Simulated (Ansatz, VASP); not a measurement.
## Zr4Ag: VASP beside Ansatz

```
Zr Ag
1.0
     5.84712    0.00000    0.00000
    -2.92356    5.06375    0.00000
     0.00000    0.00000    5.21631
Zr Ag
4 1
Cartesian
  4.3979 0.8367 0.0000
  2.9236 3.3904 0.0000
  1.4492 0.8367 0.0000
  0.0000 3.3758 0.0000
  0.0000 3.3758 2.6082
```

Alike in both runs: functional PBE; k mesh 4 × 4 × 4; occupations gaussian, width 0.2 eV; no spin polarisation.

Ansatz relaxed the structure, and its values are those at the end. VASP's run is a single point on that final structure, the one shown.

```csv
,VASP,Ansatz
version,VASP 6.6.1,Ansatz 0.2.0
potentials or method,"VASP PAW PBE potentials, release 64 (Zr_sv, Ag), cutoff 520 eV","scalar-relativistic, plane waves, PAW"
valence electrons in the cell,59,67
```

```csv
,VASP,Ansatz,Ansatz less VASP
gap on the k mesh at the Fermi level (eV),none,none,-
pressure (GPa),0.0,0.0,-0.04
```

A gap of «none» marks a metal or a gap that the smearing closes. VASP's potentials hold 59 valence electrons a cell and Ansatz's 67, so a difference there can come from the potentials and not from the codes.
